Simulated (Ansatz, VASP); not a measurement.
Two plane-wave programs on ZrSe2

The input INCAR:

```
SYSTEM = ZrSe2
  PREC = Accurate
  ENCUT = 500
  EDIFF = 1E-7
  ISMEAR = 0
  SIGMA = 0.1
  LREAL = .FALSE.
  LASPH = .TRUE.
  NELM = 120
  ALGO = Normal
  ISIF = 3
  LWAVE = .FALSE.
  LCHARG = .FALSE.
  GGA = PE
  IVDW = 12
  IBRION = 2
  NSW = 90
  EDIFFG = -0.02
  GGA_COMPAT = .FALSE.
  NELMIN = 4
```

The input KPOINTS:

```
regular mesh
0
G
  12 12 6
  0 0 0
```

File POSCAR:

```
ZrSe2
1.0
    3.7361213069      0.0000000000      0.0000000000
   -1.8680606535      3.2355759634      0.0000000000
    0.0000000000      0.0000000000      6.0363398387
Zr Se
1 2
Direct
    0.0000000000      0.0000000000      0.0000000000
    0.3333333333      0.6666666667      0.2648971153
    0.6666666667      0.3333333333      0.7351028847
```

Input for Ansatz:

```yaml
crystal:
  lattice:
    - [3.7361213069, 0.0, 0.0]
    - [-1.8680606535, 3.2355759634, 0.0]
    - [0.0, 0.0, 6.0363398387]
  atoms:
    - { symbol: Zr, position: [0.0, 0.0, 0.0] }
    - { symbol: Se, position: [0.3333333333, 0.6666666667, 0.2648971153] }
    - { symbol: Se, position: [0.6666666667, 0.3333333333, 0.7351028847] }
basis:
  ecutwfc: 420
kpoints:
  mp_grid: { grid: [12, 12, 6] }
hamiltonian:
  xc: pbe
  dispersion: d3bj
scf:
  occupations: { method: gaussian, width: 0.1 }
output:
  forces: true
  stress: true
  eigenvalues: true
relax:
  adjacent_minimum: "off"
  f_tol: 0.02
  max_steps: 70
  cell: { stress_tol: 0.1 }
```

Alike in both runs: task relaxation of cell and atoms; functional PBE; dispersion D3(BJ); k mesh 12 × 12 × 6; occupations gaussian, width 0.1 eV; no spin polarisation.

|  | VASP | Ansatz |
| --- | --- | --- |
| version | VASP 6.6.1 | Ansatz 0.2.0 |
| potentials or method | VASP PAW PBE potentials, release 64 (Zr_sv, Se), cutoff 500 eV | scalar-relativistic, plane waves, PAW |
| valence electrons in the cell | 24 | 44 |

```csv
,VASP,Ansatz,Ansatz less VASP
relaxed volume (Å³/atom),24.32,24.32,0.000
relaxed cell length with the largest relative difference (Å),3.736,3.736,0.0000
```

VASP's potentials hold 24 valence electrons a cell and Ansatz's 44, so a difference there can come from the potentials and not from the codes.

Noted on VASP's run: the relaxation stopped at its first step, so nothing moved.
